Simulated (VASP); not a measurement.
Input of a VASP 6.6.1 run:

File INCAR:

```
ALGO     = Normal         # electronic algorithm
EDIFF    = 1E-6           # SCF threshold, eV
ENCUT    = 520            # plane-wave cutoff, eV
GGA      = PE             # functional
ISIF     = 2              # what is computed and relaxed
ISMEAR   = -1             # smearing method
LASPH    = T              # aspherical terms in the spheres
LCHARG   = F              # write CHGCAR
LREAL    = F              # projectors in reciprocal space
LWAVE    = F              # write WAVECAR
NBANDS   = 26             # bands
NELM     = 80             # most SCF steps
PREC     = Accurate       # precision mode
SIGMA    = 0.05           # smearing width, eV
```

Contents of KPOINTS:

```
k-points
0
Gamma
  8 8 8
```

The input POSCAR:

```
GaP
1.0
    1.9430151755      1.1218003346      6.4308101003
   -1.9430151755      1.1218003346      6.4308101003
    0.0000000000     -2.2436006692      6.4308101003
Ga P
2 2
Direct
    0.5646280000      0.5646280000      0.5646280000
    0.4353720000      0.4353720000      0.4353720000
    0.9426110000      0.9426110000      0.9426110000
    0.0573890000      0.0573890000      0.0573890000
```

Potentials or basis: VASP PAW PBE potentials, release 64 (Ga_d, P).

The run is started by

```bash
$ cat potpaw_PBE.64/Ga_d/POTCAR potpaw_PBE.64/P/POTCAR > POTCAR
$ mpirun -np 1 vasp_std > vasp.out
```

(1) Estimate the largest force.

(2) What does it give for the band gap on the k mesh?

(3) Predict the pressure.

## Answers

(1) 0.054 eV/Å.

(2) 0.84 eV (least direct gap 1.13 eV).

(3) 0.0 GPa.
